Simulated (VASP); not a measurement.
# TaN: relaxation of the atoms with r2SCAN

Crystal: TaN.

```
Ta N
1.0
     2.89659    0.00000    0.00000
    -1.44829    2.50852    0.00000
     0.00000    0.00000    2.84591
Ta N
1 1
Direct
  0.33333 0.66667 0.50000
  0.00000 0.00000 0.00000
```

```yaml
Program: VASP 6.6.1
Task: relaxation of the atoms
Functional: r2SCAN
Potentials_or_basis: VASP PAW PBE potentials, release 64 (Ta_pv, N)
Cutoff: 520 eV
k_mesh: 13 × 13 × 12
Occupations: fermi-dirac, width 0.1 eV
Spin: no spin polarisation
Dipole_correction: no
Further_INCAR_settings: ALGO = Normal; EDIFF = 1e-07; IBRION = 2; EDIFFG = -0.01; NSW = 50
```

* Pressure after relaxing: 17.9 GPa
* Band gap on the k mesh: zero (bands 8 and 9 overlap by 0.38 eV)

Stress tensor (GPa, compression positive):
```
17.22  0.00  0.00
 0.00 17.22  0.00
 0.00  0.00 19.24
```

Final structure:
```cif
data_structure
_symmetry_space_group_name_H-M 'P 1'
_symmetry_Int_Tables_number 1
_cell_length_a 2.8966
_cell_length_b 2.8966
_cell_length_c 2.8459
_cell_angle_alpha 90.000
_cell_angle_beta 90.000
_cell_angle_gamma 120.000
_cell_volume 20.68
loop_
_atom_site_label
_atom_site_type_symbol
_atom_site_fract_x
_atom_site_fract_y
_atom_site_fract_z
_atom_site_occupancy
Ta1 Ta 0.33333 0.66667 0.50000 1
N1 N 0.00000 0.00000 0.00000 1
```

Levels at points of the mesh, in eV from the Fermi level:
```csv
k point,band 4,band 5,band 6,band 7,band 8,band 9,band 10,band 11,band 12
"(0.00, 0.00, 0.00)",-19.12,-5.00,-5.00,-4.58,-3.19,2.84,3.97,3.97,4.49
"(0.00, 0.00, 0.50)",-16.24,-9.97,-4.11,-4.11,-0.08,-0.08,2.50,3.77,3.77
```

Wall time 100 s on 1 thread of Intel(R) Xeon(R) Platinum 8259CL CPU @ 2.50GHz (Skylake/Cascade Lake), on a shared host, peak memory 0.17 GiB.

Caveat: the relaxation stopped at its first step, so nothing moved; the PAW data sets were made with another functional, which shifts forces and pressure a little; spin-orbit coupling is left out, which moves the levels of the heavy elements.
